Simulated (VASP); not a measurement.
# Ge (P6_3/mmc) in VASP: further runs, part 2 of 3

VASP 6.6.1. Earlier steps stand in the parts before.

### Step 3. Single point, PBE

This run uses another cell than the first one, of the same volume but with other edges.

Contents of INCAR:

```
SYSTEM = Ge
ALGO = Fast
EDIFF = 1E-6
ENCUT = 520
GGA = PE
ISIF = 2
ISMEAR = 0
LASPH = .True.
LCHARG = .False.
LREAL = .False.
LWAVE = .False.
NBANDS = 66
NELM = 60
PREC = Accurate
SIGMA = 0.15
```

Contents of KPOINTS:

```
k-points
0
Gamma
  15 15 4
  0 0 0
```

Contents of POSCAR:

```
Ge
1.0
    4.1804466338      0.0000000000      0.0000000000
   -2.0902233169      3.6203729840      0.0000000000
    0.0000000000      0.0000000000     12.6153338067
Ge
8
Direct
    0.0000000000      0.0000000000      0.4152103643
    0.0000000000      0.0000000000      0.5847896357
    0.0000000000      0.0000000000      0.9152103643
    0.0000000000      0.0000000000      0.0847896357
    0.3333333333      0.6666666667      0.3442031336
    0.6666666667      0.3333333333      0.6557968664
    0.6666666667      0.3333333333      0.8442031336
    0.3333333333      0.6666666667      0.1557968664
```

Potentials or basis: VASP PAW PBE potentials, release 64 (Ge_d).

The run is started by

```sh
cat potpaw_PBE.64/Ge_d/POTCAR > POTCAR
mpirun -np 1 vasp_std > vasp.out
```

OUTCAR:

```text
SYSTEM = Ge
   EDIFF = 1E-6
   ENCUT = 520
   GGA = PE
   ISIF = 2
   ISMEAR = 0
   LASPH = .True.
   LREAL = .False.
   NELM = 60
   PREC = Accurate

 ion  position               nearest neighbor table
   1  0.000  0.000  0.415-   2 2.14   5 2.57   5 2.57   5 2.57
   2  0.000  0.000  0.585-   1 2.14   6 2.57   6 2.57   6 2.57
   3  0.000  0.000  0.915-   4 2.14   7 2.57   7 2.57   7 2.57
   4  0.000  0.000  0.085-   3 2.14   8 2.57   8 2.57   8 2.57
   5  0.333  0.667  0.344-   8 2.38   1 2.57   1 2.57   1 2.57
   6  0.667  0.333  0.656-   7 2.38   2 2.57   2 2.57   2 2.57
   7  0.667  0.333  0.844-   6 2.38   3 2.57   3 2.57   3 2.57
   8  0.333  0.667  0.156-   5 2.38   4 2.57   4 2.57   4 2.57

  LATTYP: Found a hexagonal cell.
 ALAT       =     4.1804466338
 C/A-ratio  =     3.0177000000

  Lattice vectors:

 A1 = (   4.1804466338,   0.0000000000,   0.0000000000)
 A2 = (  -2.0902233169,   3.6203729840,   0.0000000000)
 A3 = (   0.0000000000,   0.0000000000,  12.6153338067)

Analysis of symmetry for initial positions (statically):
[... 194 lines left out ...]
 Fermi energy:         4.5997709220

 k-point     1 :       0.0000    0.0000    0.0000
  band No.  band energies     occupation
      1     -20.6126      2.00000
      2     -20.6113      2.00000
      3     -20.4015      2.00000
      4     -20.4015      2.00000
      5     -20.3988      2.00000
      6     -20.3988      2.00000
[... 1645 lines left out ...]
     65       9.1512      0.00000
     66      10.0219      0.00000

 [... further k-points ...]

------------------------ aborting loop because EDIFF is reached ----------------------------------------

  FORCE on cell =-STRESS in cart. coord.  units (eV):
  Direction    XX          YY          ZZ          XY          YZ          ZX
  --------------------------------------------------------------------------------------
  -------------------------------------------------------------------------------------
  Total       -5.9505214     -5.9505214     23.3830948      0.0000000     -0.0000000      0.0000000
  in kB      -49.9333676    -49.9333676    196.2175402      0.0000000     -0.0000000      0.0000000
  external PRESSURE =      32.1169350 kB  Pullay stress =       0.0000000 kB

 VOLUME and BASIS-vectors are now :
 -----------------------------------------------------------------------------
  energy-cutoff  :      520.00
  volume of cell :      190.93
      direct lattice vectors                 reciprocal lattice vectors
     4.180446634  0.000000000  0.000000000     0.239208890  0.138107317  0.000000000
    -2.090223317  3.620372984  0.000000000     0.000000000  0.276214634  0.000000000
     0.000000000  0.000000000 12.615333807     0.000000000  0.000000000  0.079268612

 POSITION                                       TOTAL-FORCE (eV/Angst)
 -----------------------------------------------------------------------------------
      0.00000      0.00000      5.23802        -0.000000     -0.000000     -4.727750
      0.00000      0.00000      7.37732         0.000000      0.000000      4.727750
      0.00000      0.00000     11.54568        -0.000000      0.000000     -4.727750
      0.00000      0.00000      1.06965         0.000000     -0.000000      4.727750
     -0.00000      2.41358      4.34224        -0.000000      0.000000      1.270214
      2.09022      1.20679      8.27310        -0.000000      0.000000     -1.270214
      2.09022      1.20679     10.64990         0.000000      0.000000      1.270214
     -0.00000      2.41358      1.96543        -0.000000     -0.000000     -1.270214
 -----------------------------------------------------------------------------------
    total drift:                               -0.000000      0.000000     -0.000000

  FREE ENERGIE OF THE ION-ELECTRON SYSTEM (eV)
  ---------------------------------------------------
  free  energy   TOTEN  =       -34.5098525712 eV

  energy  without entropy=      -34.5037801271  energy(sigma->0) =      -34.50681635
```

OSZICAR:

```text
N       E                     dE             d eps       ncg     rms          rms(c)
DAV:   1     0.139698733707E+04    0.13970E+04   -0.51507E+04 12374   0.462E+03
DAV:   2     0.245042562064E+03   -0.11519E+04   -0.11192E+04 10692   0.113E+03
DAV:   3    -0.891214578464E+01   -0.25395E+03   -0.24368E+03 11114   0.270E+02
DAV:   4    -0.339143874875E+02   -0.25002E+02   -0.24235E+02 12370   0.917E+01
DAV:   5    -0.348537282218E+02   -0.93934E+00   -0.93026E+00 11954   0.191E+01    0.645E+00
RMM:   6    -0.346136731170E+02    0.24006E+00   -0.35804E-01 12834   0.347E+00    0.380E+00
RMM:   7    -0.344981039454E+02    0.11557E+00   -0.37076E-01 13290   0.321E+00    0.334E-01
RMM:   8    -0.345066157792E+02   -0.85118E-02   -0.73088E-02 15820   0.143E+00    0.224E-01
RMM:   9    -0.345086884745E+02   -0.20727E-02   -0.11934E-02 15635   0.485E-01    0.208E-01
RMM:  10    -0.345097697375E+02   -0.10813E-02   -0.20772E-03 14333   0.226E-01    0.846E-02
RMM:  11    -0.345098275312E+02   -0.57794E-04   -0.75401E-04 13307   0.140E-01    0.299E-02
RMM:  12    -0.345098434896E+02   -0.15958E-04   -0.20316E-04 16664   0.616E-02    0.114E-02
RMM:  13    -0.345098508412E+02   -0.73516E-05   -0.35221E-05 11234   0.234E-02    0.837E-03
RMM:  14    -0.345098522628E+02   -0.14215E-05   -0.11824E-05 10389   0.155E-02    0.322E-03
RMM:  15    -0.345098525712E+02   -0.30846E-06   -0.27729E-06  9388   0.770E-03
   1 F= -.34509853E+02 E0= -.34506816E+02  d E =-.607244E-02
```

It took 27 min on 1 thread of Oxide Virtual Turin-like, shared host; peak memory 0.71 GiB.

Results:

```
Free energy            : -34.5099 eV
Pressure               : 3.2 GPa
Largest force          : 4.728 eV/Å
Band gap on the k mesh : zero (bands 56 and 57 overlap by 0.27 eV)
```

Forces on the atoms (eV/Å):
```
Ge   0.000  0.000 -4.728
Ge   0.000  0.000  4.728
Ge   0.000  0.000 -4.728
Ge   0.000  0.000  4.728
Ge   0.000  0.000  1.270
Ge   0.000  0.000 -1.270
Ge   0.000  0.000  1.270
Ge   0.000  0.000 -1.270
```

Levels at points of the mesh, in eV from the Fermi level:
```tsv
k point	band 52	band 53	band 54	band 55	band 56	band 57	band 58	band 59	band 60	band 61
(0.00, 0.00, 0.00)	-1.01	-1.01	-0.73	-0.56	-0.42	0.17	0.23	0.23	0.49	1.68
(0.00, 0.00, 0.50)	-1.70	-0.36	-0.36	-0.36	-0.36	-0.28	-0.28	0.71	0.71	2.36
```

Caveat: the cell stands under pressure; semilocal functionals underestimate gaps, so a narrow gap can read as zero; forces of over 1 eV/Å act on the atoms, so gaps and moduli don't describe the material at rest.

### Step 4. Single point, PBE

This run uses another cell than the first one, of the same volume but with other edges.

Contents of INCAR:

```
  ALGO = Fast
  EDIFF = 1E-7
  ENCUT = 520
  GGA = PE
  ISIF = 2
  ISMEAR = 0
  LASPH = T
  LCHARG = T
  LELF = T
  LREAL = F
  LVHAR = T
  LWAVE = F
  NBANDS = 66
  NELM = 60
  PREC = Accurate
  SIGMA = 0.15
```

Contents of KPOINTS:

```
k-points
0
Gamma
  15 15 4
```

Changes to POSCAR since step 3:

```diff
@@ -2,5 +2,5 @@
 1.0
-    4.1804466338      0.0000000000      0.0000000000
-   -2.0902233169      3.6203729840      0.0000000000
-    0.0000000000      0.0000000000     12.6153338067
+    4.0391102337      0.0000000000      0.0000000000
+   -2.0195551169      3.4979720711      0.0000000000
+    0.0000000000      0.0000000000     13.5136511089
 Ge
```

Potentials or basis: VASP PAW PBE potentials, release 64 (Ge_d).

The run is started by

```sh
cat potpaw_PBE.64/Ge_d/POTCAR > POTCAR
mpirun -np 1 vasp_std > vasp.out
```

OUTCAR:

```text
EDIFF = 1E-7
   ENCUT = 520
   GGA = PE
   ISIF = 2
   ISMEAR = 0
   LASPH = T
   LREAL = F
   NELM = 60
   PREC = Accurate

 ion  position               nearest neighbor table
   1  0.000  0.000  0.415-   2 2.29   5 2.52   5 2.52   5 2.52
   2  0.000  0.000  0.585-   1 2.29   6 2.52   6 2.52   6 2.52
   3  0.000  0.000  0.915-   4 2.29   7 2.52   7 2.52   7 2.52
   4  0.000  0.000  0.085-   3 2.29   8 2.52   8 2.52   8 2.52
   5  0.333  0.667  0.344-   1 2.52   1 2.52   1 2.52   8 2.55
   6  0.667  0.333  0.656-   2 2.52   2 2.52   2 2.52   7 2.55
   7  0.667  0.333  0.844-   3 2.52   3 2.52   3 2.52   6 2.55
[... 1873 lines left out ...]
  Total       -0.6996778     -0.6996778      3.7511153      0.0000000      0.0000000     -0.0000000
  in kB       -5.8712950     -5.8712950     31.4772115      0.0000000      0.0000000     -0.0000000
  external PRESSURE =       6.5782071 kB  Pullay stress =       0.0000000 kB

 VOLUME and BASIS-vectors are now :
 -----------------------------------------------------------------------------
  energy-cutoff  :      520.00
  volume of cell :      190.93
      direct lattice vectors                 reciprocal lattice vectors
     4.039110234  0.000000000  0.000000000     0.247579279  0.142939963  0.000000000
    -2.019555117  3.497972071  0.000000000     0.000000000  0.285879927  0.000000000
     0.000000000  0.000000000 13.513651109     0.000000000  0.000000000  0.073999247

 POSITION                                       TOTAL-FORCE (eV/Angst)
 -----------------------------------------------------------------------------------
      0.00000      0.00000      5.61101        -0.000000      0.000000     -2.280084
      0.00000      0.00000      7.90264        -0.000000      0.000000      2.280084
      0.00000      0.00000     12.36783         0.000000      0.000000     -2.280084
      0.00000      0.00000      1.14582         0.000000     -0.000000      2.280084
     -0.00000      2.33198      4.65144        -0.000000      0.000000      0.287418
      2.01956      1.16599      8.86221         0.000000     -0.000000     -0.287418
      2.01956      1.16599     11.40827         0.000000     -0.000000      0.287418
     -0.00000      2.33198      2.10538        -0.000000      0.000000     -0.287418
 -----------------------------------------------------------------------------------
    total drift:                               -0.000000      0.000000     -0.000000

  FREE ENERGIE OF THE ION-ELECTRON SYSTEM (eV)
  ---------------------------------------------------
  free  energy   TOTEN  =       -35.6340480869 eV

  energy  without entropy=      -35.6273818453  energy(sigma->0) =      -35.63071497
```

Run time: 19 min. Hardware: 1 thread of Oxide Virtual Turin-like, shared host; peak memory 0.72 GiB.

Results:

```yaml
Free_energy: -35.6340 eV
Pressure: 0.7 GPa
Largest_force: 2.280 eV/Å
Band_gap_on_the_k_mesh: zero (bands 56 and 57 overlap by 0.57 eV)
```

Forces on the atoms (eV/Å):
```
Ge   0.000  0.000 -2.280
Ge   0.000  0.000  2.280
Ge   0.000  0.000 -2.280
Ge   0.000  0.000  2.280
Ge   0.000  0.000  0.287
Ge   0.000  0.000 -0.287
Ge   0.000  0.000  0.287
Ge   0.000  0.000 -0.287
```

Stress tensor (GPa, compression positive):
```
-0.59  0.00  0.00
 0.00 -0.59  0.00
 0.00  0.00  3.15
```

Levels at points of the mesh, in eV from the Fermi level:
| k point | band 52 | band 53 | band 54 | band 55 | band 56 | band 57 | band 58 | band 59 | band 60 | band 61 |
| --- | --- | --- | --- | --- | --- | --- | --- | --- | --- | --- |
| (0.00, 0.00, 0.00) | -0.75 | -0.61 | -0.61 | -0.57 | 0.25 | 0.25 | 0.32 | 0.75 | 0.93 | 2.22 |
| (0.00, 0.00, 0.50) | -1.19 | -0.13 | -0.13 | -0.13 | -0.13 | 0.43 | 0.43 | 1.00 | 1.00 | 2.69 |

Caveat: semilocal functionals underestimate gaps, so a narrow gap can read as zero; forces of over 1 eV/Å act on the atoms, so gaps and moduli don't describe the material at rest.

(Continued in part 3 of 3.)
